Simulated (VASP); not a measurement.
# Bi (Im-3m) in VASP: a series of runs, part 2 of 2

VASP 6.6.1. Earlier steps stand in the parts before.

### 3 Single point, PBEsol (volume scaled by 0.97)

INCAR reads:

```
SYSTEM = Bi
PREC = Accurate
ENCUT = 520
EDIFF = 1E-6
ISMEAR = 0
SIGMA = 0.1
LREAL = .FALSE.
LASPH = .TRUE.
NELM = 60
ALGO = Normal
ISIF = 2
LWAVE = .FALSE.
LCHARG = .FALSE.
GGA = PS
NBANDS = 14
```

KPOINTS reads:

```
regular mesh
0
G
  16 16 16
  0 0 0
```

POSCAR reads:

```
Bi
1.0
   -1.9370551703      1.9370551703      1.9370551703
    1.9370551703     -1.9370551703      1.9370551703
    1.9370551703      1.9370551703     -1.9370551703
Bi
1
Direct
    0.0000000000      0.0000000000      0.0000000000
```

Potentials or basis: VASP PAW PBE potentials, release 64 (Bi_d).

Command:

```
> cat potpaw_PBE.64/Bi_d/POTCAR > POTCAR
> mpirun -np 1 vasp_std > vasp.out
```

OUTCAR:

```text
SYSTEM = Bi
   PREC = Accurate
   ENCUT = 520
   EDIFF = 1E-6
   ISMEAR = 0
   LREAL = .FALSE.
   LASPH = .TRUE.
   NELM = 60
   ISIF = 2
   GGA = PS

 ion  position               nearest neighbor table
   1  0.000  0.000  0.000-

  LATTYP: Found a body centered cubic cell.
 ALAT       =     3.8741103406

  Lattice vectors:

 A1 = (  -1.9370551703,   1.9370551703,   1.9370551703)
 A2 = (   1.9370551703,  -1.9370551703,   1.9370551703)
 A3 = (   1.9370551703,   1.9370551703,  -1.9370551703)

Analysis of symmetry for initial positions (statically):
=====================================================================
 Subroutine PRICEL returns:
 Original cell was already a primitive cell.

 Routine SETGRP: Setting up the symmetry group for a
 body centered cubic supercell.

 Subroutine GETGRP returns: Found 48 space group operations
 (whereof 48 operations were pure point group operations)
 out of a pool of 48 trial point group operations.

The static configuration has the point symmetry O_h .

Analysis of symmetry for dynamics (positions and initial velocities):
=====================================================================
 Subroutine PRICEL returns:
 Original cell was already a primitive cell.

 Routine SETGRP: Setting up the symmetry group for a
 body centered cubic supercell.

 Subroutine GETGRP returns: Found 48 space group operations
 (whereof 48 operations were pure point group operations)
 out of a pool of 48 trial point group operations.

The dynamic configuration has the point symmetry O_h .

 Subroutine INISYM returns: Found 48 space group operations
 (whereof 48 operations are pure point group operations),
 and found     1 'primitive' translations

----------------------------------------------------------------------------------------

                                     Primitive cell

  volume of cell :      29.0727

  direct lattice vectors                    reciprocal lattice vectors
    -1.937055170  1.937055170  1.937055170     0.000000000  0.258123779  0.258123779
     1.937055170 -1.937055170  1.937055170     0.258123779  0.000000000  0.258123779
     1.937055170  1.937055170 -1.937055170     0.258123779  0.258123779  0.000000000

  length of vectors
     3.355077972  3.355077972  3.355077972     0.365042149  0.365042149  0.365042149

  position of ions in fractional coordinates (direct lattice)
     0.000000000  0.000000000  0.000000000

  ion indices of the primitive-cell ions
   primitive index   ion index
                 1           1

----------------------------------------------------------------------------------------

 KPOINTS: regular mesh

Automatic generation of k-mesh.
 Grid dimensions read from file:
 generate k-points for:   16   16   16

 Generating k-lattice:

  Cartesian coordinates                     Fractional coordinates (reciprocal lattice)
     0.000000000  0.016132736  0.016132736     0.062500000  0.000000000  0.000000000
     0.016132736  0.000000000  0.016132736     0.000000000  0.062500000  0.000000000
     0.016132736  0.016132736  0.000000000     0.000000000  0.000000000  0.062500000

  Length of vectors
     0.022815134  0.022815134  0.022815134

  Shift w.r.t. Gamma in fractional coordinates (k-lattice)
     0.000000000  0.000000000  0.000000000

 Subroutine IBZKPT returns following result:
 ===========================================

 Found    145 irreducible k-points:

 Following reciprocal coordinates:
            Coordinates               Weight
  0.000000  0.000000  0.000000      1.000000
  0.062500  0.000000  0.000000     12.000000
  0.125000  0.000000  0.000000     12.000000
  0.187500  0.000000  0.000000     12.000000
  0.250000  0.000000  0.000000     12.000000
  0.312500  0.000000  0.000000     12.000000
[... 16 lines left out ...]
  0.187500  0.187500  0.000000     24.000000
  0.250000  0.187500  0.000000     48.000000
 [... further k-points ...]
   k-points           NKPTS =    145   k-points in BZ     NKDIM =    145   number of bands    NBANDS=     14
   number of dos      NEDOS =    301   number of ions     NIONS =      1
   total plane-waves  NPLWV =  21952
   dimension x,y,z NGX =    28 NGY =   28 NGZ =   28
   dimension x,y,z NGXF=    56 NGYF=   56 NGZF=   56
   ions per type =               1
   NGX,Y,Z   is equivalent  to a cutoff of  13.87, 13.87, 13.87 a.u.
   NGXF,Y,Z  is equivalent  to a cutoff of  27.75, 27.75, 27.75 a.u.
 SYSTEM =  Bi
   PREC   = accura    normal or accurate (medium, high low for compatibility)
   ISTART =      0    job   : 0-new  1-cont  2-samecut
   ICHARG =      2    charge: 1-file 2-atom 10-const
   ISPIN  =      1    spin polarized calculation?
   LNONCOLLINEAR =      F non collinear calculations
   LSORBIT =      F    spin-orbit coupling
   LASPH  =      T    aspherical Exc in radial PAW
   ENCUT  =  520.0 eV  38.22 Ry    6.18 a.u.   6.24  6.24  6.24*2*pi/ulx,y,z
   NELM   =     60;   NELMIN=  2; NELMDL= -5     # of ELM steps
   EDIFF  = 0.1E-05   stopping-criterion for ELM
   LREAL  =      F    real-space projection
   EDIFFG = 0.1E-04   stopping-criterion for IOM
   NSW    =      0    number of steps for IOM
   IBRION =     -1    ionic relax: 0-MD 1-quasi-New 2-CG
   NFREE  =      0    steps in history (QN), initial steepest desc. (CG)
   ISIF   =      2    stress and relaxation
   ISYM   =      2    0-nonsym 1-usesym 2-fastsym
   POTIM  = 0.5000    time-step for ionic-motion
   TEBEG  =    0.0;   TEEND  =   0.0 temperature during run
   PSTRESS=    0.0 pullay stress
   NELECT =      15.0000    total number of electrons
   NUPDOWN=      -1.0000    fix difference up-down
   EMIN   =  10.00;   EMAX   =-10.00  energy-range for DOS
   EFERMI =   0.00;   METHOD = LEGACY
   ISMEAR =     0;   SIGMA  =   0.10  broadening in eV -4-tet -1-fermi 0-gaus
   EFERMI_NEDOS =   21; number of points for ismear=-14 and -15
   IALGO  =     38    algorithm
   IMIX   =      4    mixing-type and parameters
     AMIX     =   0.40;   BMIX     =  1.00
     AMIX_MAG =   1.60;   BMIX_MAG =  1.00
  volume/ion in A,a.u.               =      29.07       196.19
  Fermi-wavevector in a.u.,A,eV,Ry     =   1.313036  2.481278 23.457305  1.724063
  Thomas-Fermi vector in A             =   2.443387
   LORBIT       =      0    0 simple, 1 ext, 2 COOP (PROOUT), +10 PAW based schemes
   GGA     = PS    functional components
   LHFCALC =     F    Hartree Fock is set to
   AEXX    =    0.0000 exact exchange contribution
   IVDW    =     0    specifies the selected vdW correction
   LEPSILON=     F    determine dielectric tensor
   LRPA    =     F    only Hartree local field effects (RPA)
 non-spin polarized calculation
 Gauss-broadening in eV      SIGMA  =   0.10
  energy-cutoff  :      520.00
  volume of cell :       29.07
 maximum number of plane-waves:       798
 NGX is ok and might be reduce to    28
   NGX = 13   NGY = 13   NGZ = 13

 number of electron      15.0000005 magnetization

 Free energy of the ion-electron system (eV)
  ---------------------------------------------------
  ext. energy  EPLUGINS =         0.00000000
  ---------------------------------------------------
  free energy    TOTEN  =        -4.21457086 eV

  energy without entropy =       -4.21153726  energy(sigma->0) =       -4.21305406

 E-fermi :   8.6039     XC(G=0): -10.7681

 val. band max:        8.5765679075   @ k =  -0.1875   0.2500   0.1250
 cond. band min:       8.6087690066   @ k =   0.3125   0.1250   0.0625
 fundamental gap:      0.0322010991
 Fermi energy:         8.6038568953

 k-point     1 :       0.0000    0.0000    0.0000
  band No.  band energies     occupation
      1     -14.3913      2.00000
      2     -14.3913      2.00000
      3     -14.3913      2.00000
      4     -14.2291      2.00000
      5     -14.2291      2.00000
      6      -5.4067      2.00000
      7      14.2447      0.00000
      8      14.2447      0.00000
      9      14.2447      0.00000
     10      18.6368      0.00000
     11      19.1073      0.00000
     12      19.1073      0.00000
     13      19.1073      0.00000
     14      20.7621      0.00000
[... 375 lines left out ...]
 k-point    24 :       0.2500    0.1875    0.0000
  band No.  band energies     occupation
      1     -14.4088      2.00000
      2     -14.3429      2.00000
      3     -14.2544      2.00000
      4     -14.2456      2.00000
      5     -14.1861      2.00000
      6      -2.7796      2.00000
      7       5.4851      2.00000
      8       8.4489      1.97161
      9      11.7063      0.00000
     10      16.8678      0.00000
     11      18.2627      0.00000
     12      20.6267      0.00000
     13      22.9139      0.00000
     14      23.1260      0.00000

 [... further k-points ...]
[... 5 lines left out ...]
  --------------------------------------------------------------------------------------
  -------------------------------------------------------------------------------------
  Total        0.3362163      0.3362163      0.3362163      0.0000000      0.0000000     -0.0000000
  in kB       18.5286316     18.5286316     18.5286316      0.0000000      0.0000000     -0.0000000
  external PRESSURE =      18.5286316 kB  Pullay stress =       0.0000000 kB

 VOLUME and BASIS-vectors are now :
 -----------------------------------------------------------------------------
  energy-cutoff  :      520.00
  volume of cell :       29.07
      direct lattice vectors                 reciprocal lattice vectors
    -1.937055170  1.937055170  1.937055170     0.000000000  0.258123779  0.258123779
     1.937055170 -1.937055170  1.937055170     0.258123779  0.000000000  0.258123779
     1.937055170  1.937055170 -1.937055170     0.258123779  0.258123779  0.000000000

 POSITION                                       TOTAL-FORCE (eV/Angst)
 -----------------------------------------------------------------------------------
      0.00000      0.00000      0.00000         0.000000     -0.000000      0.000000
 -----------------------------------------------------------------------------------
    total drift:                                0.000000     -0.000000     -0.000000

  FREE ENERGIE OF THE ION-ELECTRON SYSTEM (eV)
  ---------------------------------------------------
  free  energy   TOTEN  =        -4.2145708644 eV

  energy  without entropy=       -4.2115372568  energy(sigma->0) =       -4.21305406
```

stdout:

```text
POSCAR found type information on POSCAR Bi
 POSCAR found :  1 types and       1 ions
 scaLAPACK will be used
 -----------------------------------------------------------------------------
|                                                                             |
|                                                                             |
|     You enforced a specific xc type in the INCAR file but a different       |
|     I HOPE YOU KNOW WHAT YOU ARE DOING!                                     |
|                                                                             |
 -----------------------------------------------------------------------------

 LDA part: xc-table for (Slater+PW92), standard interpolation
 POSCAR, INCAR and KPOINTS ok, starting setup
 FFT: planning ... GRIDC
 FFT: planning ... GRID_SOFT
 FFT: planning ... GRID
 WAVECAR not read
 entering main loop
```

Wall time 39 s (1 thread of Intel Xeon Platinum 8259CL at 2.50GHz (Skylake/Cascade Lake), shared host); peak memory 0.19 GiB.

What came out:

```yaml
Free_energy: -4.2146 eV
Pressure: 1.9 GPa
```

Levels at points of the mesh, in eV from the Fermi level:
| k point | band 4 | band 5 | band 6 | band 7 | band 8 | band 9 | band 10 | band 11 |
| --- | --- | --- | --- | --- | --- | --- | --- | --- |
| (0.00, 0.00, 0.00) | -22.83 | -22.83 | -14.01 | 5.64 | 5.64 | 5.64 | 10.03 | 10.50 |
| (0.50, 0.00, 0.00) | -22.84 | -22.73 | -10.56 | -5.48 | 1.72 | 3.65 | 6.23 | 7.77 |
| (0.50, 0.50, 0.50) | -22.75 | -22.75 | -8.13 | -1.95 | -1.95 | -1.95 | 3.47 | 3.47 |

Caveat: the PAW data sets were made with another functional, which shifts forces and pressure a little; spin-orbit coupling is left out, which moves the levels of the heavy elements.
